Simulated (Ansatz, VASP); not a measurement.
One calculation of Sn, two programs

File INCAR:

```
SYSTEM = Sn
PREC = Accurate
ENCUT = 520
EDIFF = 1E-6
ISMEAR = 0
SIGMA = 0.15
LREAL = .False.
LASPH = .True.
NELM = 60
ALGO = Fast
ISIF = 2
LWAVE = .False.
LCHARG = .False.
GGA = PS
NBANDS = 21
```

KPOINTS

```
Automatic mesh
0
Gamma
  12 12 12
  0 0 0
```

POSCAR

```
Sn
1.0
    0.0000000000      3.3105120000      3.2456000000
    3.2456000000      0.0000000000      3.2456000000
    3.2456000000      3.3105120000      0.0000000000
Sn
2
Direct
    0.5000000000      0.5000000000      0.5000000000
    0.7500000000      0.7500000000      0.7500000000
```

Input for Ansatz:

```yaml
crystal:
  lattice:
    - [0.0, 3.310512, 3.2456]
    - [3.2456, 0.0, 3.2456]
    - [3.2456, 3.310512, 0.0]
  atoms:
    - { symbol: Sn, position: [0.5, 0.5, 0.5] }
    - { symbol: Sn, position: [0.75, 0.75, 0.75] }
basis:
  ecutwfc: 420
kpoints:
  mp_grid: { grid: [12, 12, 12] }
hamiltonian:
  xc: pbesol
scf:
  occupations: { method: gaussian, width: 0.15 }
output:
  forces: true
  stress: true
  eigenvalues: true
```

Change from the starting cell: strain +0.0200 x Voigt [0, 1, 0, 0, 0, 0], atoms carried along.

Alike in both runs: task single point; functional PBEsol; k mesh 12 × 12 × 12; occupations gaussian, width 0.15 eV; no spin polarisation.

|  | VASP | Ansatz |
| --- | --- | --- |
| version | VASP 6.6.1 | Ansatz 0.2.0 |
| potentials or method | VASP PAW PBE potentials, release 64 (Sn_d), cutoff 520 eV | scalar-relativistic, plane waves, PAW |
| valence electrons in the cell | 28 | 28 |

|  | VASP | Ansatz | Ansatz less VASP |
| --- | --- | --- | --- |
| gap on the k mesh at the Fermi level (eV) | none | none | - |
| pressure (GPa) | 0.0 | 0.1 | +0.12 |
| traceless stress, the component that is largest in VASP (GPa) | -0.41 | -0.41 | 0.000 |

VASP's potentials were made for PBE, not for PBEsol. A gap of «none» marks a metal or a gap that the smearing closes.
